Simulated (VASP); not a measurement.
Set up this calculation in VASP 6.6.1, as the native input.

```yaml
Task: single point
Functional: PBEsol
Potentials_or_basis: VASP PAW PBE potentials, release 64 (Sn_d)
Cutoff: 520 eV
k_mesh: 6 × 6 × 6
Occupations: gaussian, width 0.1 eV
Spin: no spin polarisation
Dipole_correction: no
Further_INCAR_settings: ALGO = Normal; EDIFF = 1e-06; NBANDS = 13
```

The structure of Sn lies in POSCAR:

```
Sn
1.0
    0.0000000000      2.3917114000      2.3917114000
    2.3917114000      0.0000000000      2.3917114000
    2.3917114000      2.3917114000      0.0000000000
Sn
1
Direct
    0.0000000000      0.0000000000      0.0000000000
```

The input as run:

INCAR

```
SYSTEM = Sn
ALGO = Normal
EDIFF = 1E-6
ENCUT = 520
GGA = PS
ISIF = 2
ISMEAR = 0
LASPH = .TRUE.
LCHARG = .FALSE.
LREAL = .FALSE.
LWAVE = .FALSE.
NBANDS = 13
NELM = 80
PREC = Accurate
SIGMA = 0.1
```

KPOINTS

```
k-points
0
G
  6 6 6
  0 0 0
```

Potentials or basis: VASP PAW PBE potentials, release 64 (Sn_d).

Command:

```console
$ cat potpaw_PBE.64/Sn_d/POTCAR > POTCAR
$ mpirun -np 1 vasp_std > vasp.out
```

It gave:

* Pressure: -0.4 GPa
* Band gap on the k mesh: zero (band 7 reaches 15.54 eV, above the bottom of band 8 at 5.98 eV)

Caveat: the k points lie up to 0.38 Å⁻¹ apart; the PAW data sets were made with another functional, which shifts forces and pressure a little; spin-orbit coupling is left out, which moves the levels of the heavy elements.

Run time: 6.5 s on 1 thread of Intel(R) Xeon(R) 6975P-C (Granite Rapids), with other jobs on the host, peak memory 0.15 GiB.
